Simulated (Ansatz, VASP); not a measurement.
**Li2Rh in VASP and in Ansatz**

INCAR

```
SYSTEM = Li2Rh
ALGO     = Normal         ! electronic algorithm
EDIFF    = 1E-7           ! SCF threshold, eV
EDIFFG   = -0.01          ! ionic threshold
ENCUT    = 600            ! plane-wave cutoff, eV
GGA      = PE             ! functional
IBRION   = 2              ! ionic algorithm
ISIF     = 3              ! what is computed and relaxed
ISMEAR   = 0              ! smearing method
LASPH    = .True.         ! aspherical terms in the spheres
LCHARG   = .False.        ! write CHGCAR
LREAL    = .False.        ! projectors in reciprocal space
LWAVE    = .False.        ! write WAVECAR
NELM     = 100            ! most SCF steps
NSW      = 100            ! ionic steps
PREC     = Accurate       ! precision mode
SIGMA    = 0.1            ! smearing width, eV
```

Contents of KPOINTS:

```
k-points
0
Gamma
  21 21 8
  0 0 0
```

Contents of POSCAR:

```
Li2Rh
1.0
    2.7279122113      0.0000000000      0.0000000000
   -1.3639561057      2.3624412743      0.0000000000
    0.0000000000      0.0000000000      6.8790497569
Li Rh
2 1
Direct
    0.3333333333      0.6666666667      0.3004791106
    0.6666666667      0.3333333333      0.6995208894
    0.0000000000      0.0000000000      0.0000000000
```

Input for Ansatz:

```yaml
crystal:
  lattice:
    - [2.7279122113, 0.0, 0.0]
    - [-1.3639561057, 2.3624412743, 0.0]
    - [0.0, 0.0, 6.8790497569]
  atoms:
    - { symbol: Li, position: [0.3333333333, 0.6666666667, 0.3004791106] }
    - { symbol: Li, position: [0.6666666667, 0.3333333333, 0.6995208894] }
    - { symbol: Rh, position: [0.0, 0.0, 0.0] }
basis:
  ecutwfc: 420
kpoints:
  mp_grid: { grid: [21, 21, 8] }
hamiltonian:
  xc: pbe
scf:
  occupations: { method: gaussian, width: 0.1 }
output:
  forces: true
  stress: true
  eigenvalues: true
  write_density: true
  write_potential: true
  elf: true
  volumetric_format: npy
relax:
  adjacent_minimum: "off"
  f_tol: 0.01
  max_steps: 80
  cell: { stress_tol: 0.05 }
```

Alike in both runs: task relaxation of cell and atoms; functional PBE; k mesh 21 × 21 × 8; occupations gaussian, width 0.1 eV; no spin polarisation.

|  | VASP | Ansatz |
| --- | --- | --- |
| version | VASP 6.6.1 | Ansatz 0.2.0 |
| potentials or method | VASP PAW PBE potentials, release 64 (Li_sv, Rh_pv), cutoff 600 eV | scalar-relativistic, plane waves, PAW |
| valence electrons in the cell | 21 | 23 |

|  | VASP | Ansatz | Ansatz less VASP |
| --- | --- | --- | --- |
| gap on the k mesh at the Fermi level, each at its own relaxed structure (eV) | none | none | - |
| relaxed volume (Å³/atom) | 14.70 | 14.72 | +0.030 |
| relaxed cell length with the largest relative difference (Å) | 2.720 | 2.723 | +0.0021 |

A gap of «none» marks a metal or a gap that the smearing closes. VASP's potentials hold 21 valence electrons a cell and Ansatz's 23, so a difference there can come from the potentials and not from the codes.

Noted on VASP's run: the cutoff is short for stress, so the pressure is rough.
